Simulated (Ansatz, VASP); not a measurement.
## Two plane-wave programs on Cd4SeS3

The input INCAR:

```
PREC = Accurate
ENCUT = 520
EDIFF = 1E-6
ISMEAR = 0
SIGMA = 0.1
LREAL = Auto
LASPH = True
NELM = 60
ALGO = Normal
ISIF = 2
LWAVE = False
LCHARG = True
GGA = PE
LELF = True
LVHAR = True
NBANDS = 86
```

Contents of KPOINTS:

```
regular mesh
0
Gamma
  2 3 3
```

The input POSCAR:

```
Cd4SeS3
1.0
    0.0000000000      0.0000000000      6.9105135536
    8.4834454030      0.0000000000      0.0000000000
   -4.2417227015      7.3468792306      0.0000000000
Cd Se S
8 2 6
Direct
    0.3712432801      0.1625035795      0.8374964205
    0.3712432801      0.1625035795      0.3250071590
    0.3712432801      0.6749928410      0.8374964205
    0.8885997945      0.3333333333      0.6666666667
    0.8712432801      0.8374964205      0.1625035795
    0.8712432801      0.3250071590      0.1625035795
    0.3885997945      0.6666666667      0.3333333333
    0.8712432801      0.8374964205      0.6749928410
    0.5006575396      0.3333333333      0.6666666667
    0.0006575396      0.6666666667      0.3333333333
    0.9990042751      0.1657064592      0.8342935408
    0.9990042751      0.1657064592      0.3314129184
    0.9990042751      0.6685870816      0.8342935408
    0.4990042751      0.8342935408      0.1657064592
    0.4990042751      0.3314129184      0.1657064592
    0.4990042751      0.8342935408      0.6685870816
```

Input for Ansatz:

```yaml
crystal:
  lattice:
    - [0.0, 0.0, 6.9105135536]
    - [8.483445403, 0.0, 0.0]
    - [-4.2417227015, 7.3468792306, 0.0]
  atoms:
    - { symbol: Cd, position: [0.3712432801, 0.1625035795, 0.8374964205] }
    - { symbol: Cd, position: [0.3712432801, 0.1625035795, 0.325007159] }
    - { symbol: Cd, position: [0.3712432801, 0.674992841, 0.8374964205] }
    - { symbol: Cd, position: [0.8885997945, 0.3333333333, 0.6666666667] }
    - { symbol: Cd, position: [0.8712432801, 0.8374964205, 0.1625035795] }
    - { symbol: Cd, position: [0.8712432801, 0.325007159, 0.1625035795] }
    - { symbol: Cd, position: [0.3885997945, 0.6666666667, 0.3333333333] }
    - { symbol: Cd, position: [0.8712432801, 0.8374964205, 0.674992841] }
    - { symbol: Se, position: [0.5006575396, 0.3333333333, 0.6666666667] }
    - { symbol: Se, position: [0.0006575396, 0.6666666667, 0.3333333333] }
    - { symbol: S, position: [0.9990042751, 0.1657064592, 0.8342935408] }
    - { symbol: S, position: [0.9990042751, 0.1657064592, 0.3314129184] }
    - { symbol: S, position: [0.9990042751, 0.6685870816, 0.8342935408] }
    - { symbol: S, position: [0.4990042751, 0.8342935408, 0.1657064592] }
    - { symbol: S, position: [0.4990042751, 0.3314129184, 0.1657064592] }
    - { symbol: S, position: [0.4990042751, 0.8342935408, 0.6685870816] }
basis:
  ecutwfc: 420
kpoints:
  mp_grid: { grid: [2, 3, 3] }
hamiltonian:
  xc: pbe
scf:
  occupations: { method: gaussian, width: 0.1 }
  lower_state_search: "off"
output:
  forces: true
  stress: true
  eigenvalues: true
```

Alike in both runs: task single point; functional PBE; k mesh 2 × 3 × 3; occupations gaussian, width 0.1 eV; no spin polarisation.

```csv
,VASP,Ansatz
version,VASP 6.6.1,Ansatz 0.2.0
potentials or method,"VASP PAW PBE potentials, release 64 (Cd, Se, S), cutoff 520 eV","scalar-relativistic, plane waves, PAW"
valence electrons in the cell,144,228
```

```csv
,VASP,Ansatz,Ansatz less VASP
gap on the k mesh at the Fermi level (eV),0.95,0.95,0.000
least direct gap on the mesh (eV),0.95,0.95,0.000
pressure (GPa),0.3,0.0,-0.29
```

VASP's potentials hold 144 valence electrons a cell and Ansatz's 228, so a difference there can come from the potentials and not from the codes.

The k mesh is coarse, so the values compare programs but aren't converged.
